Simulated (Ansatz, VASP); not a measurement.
# NaCl in VASP and in Ansatz

Contents of POSCAR:

```
NaCl
1.0
    0.0000000000      2.8317500000      2.7184800000
    2.8317500000      0.0000000000      2.7184800000
    2.8317500000      2.8317500000      0.0000000000
Na Cl
1 1
Direct
    0.0000000000      0.0000000000      0.0000000000
    0.5000000000      0.5000000000      0.5000000000
```

Contents of INCAR.step1:

```
SYSTEM = NaCl
PREC = Accurate ; ENCUT = 520
ISMEAR = 0 ; SIGMA = 0.05
LREAL = .FALSE. ; LASPH = .TRUE.
NELM = 100 ; NBANDS = 14
GGA = PE ; ALGO = Normal
EDIFF = 1E-4 ; LWAVE = .TRUE.
LCHARG = .FALSE.
```

File INCAR.step2:

```
SYSTEM = NaCl
PREC = Accurate ; ENCUT = 520
EDIFF = 1E-6 ; ISMEAR = 0
SIGMA = 0.05 ; LREAL = .FALSE.
LASPH = .TRUE. ; NELM = 100
ALGO = Normal ; ISIF = 2
LWAVE = .FALSE. ; LCHARG = .FALSE.
METAGGA = R2SCAN ; LMIXTAU = .TRUE.
NBANDS = 14 ; ISTART = 1
```

KPOINTS

```
Automatic mesh
0
G
  8 8 8
  0 0 0
```

Input for Ansatz:

```yaml
crystal:
  lattice:
    - [0.0, 2.83175, 2.71848]
    - [2.83175, 0.0, 2.71848]
    - [2.83175, 2.83175, 0.0]
  atoms:
    - { symbol: Na, position: [0.0, 0.0, 0.0] }
    - { symbol: Cl, position: [0.5, 0.5, 0.5] }
basis:
  ecutwfc: 500
kpoints:
  mp_grid: { grid: [8, 8, 8] }
hamiltonian:
  xc: r2scan
scf:
  occupations: { method: gaussian, width: 0.05 }
output:
  forces: true
  stress: true
  eigenvalues: true
```

Change from the starting cell: strain +0.000 along x and y, -0.040 along z, atoms carried along.

Alike in both runs: task single point; functional r2SCAN; k mesh 8 × 8 × 8; occupations gaussian, width 0.05 eV; no spin polarisation.

|  | VASP | Ansatz |
| --- | --- | --- |
| version | VASP 6.6.1 | Ansatz 0.2.0 |
| potentials or method | VASP PAW PBE potentials, release 64 (Na_pv, Cl), cutoff 520 eV | scalar-relativistic, plane waves, PAW |
| valence electrons in the cell | 14 | 16 |

|  | VASP | Ansatz | Ansatz less VASP |
| --- | --- | --- | --- |
| gap on the k mesh at the Fermi level (eV) | 6.03 | 6.01 | -0.023 |
| least direct gap on the mesh (eV) | 6.03 | 6.01 | -0.023 |
| pressure (GPa) | 0.2 | 0.4 | +0.25 |
| traceless stress, the component that is largest in VASP (GPa) | 1.43 | 1.49 | +0.062 |

VASP's potentials were made for PBE, not for r2SCAN. VASP's potentials hold 14 valence electrons a cell and Ansatz's 16, so a difference there can come from the potentials and not from the codes.
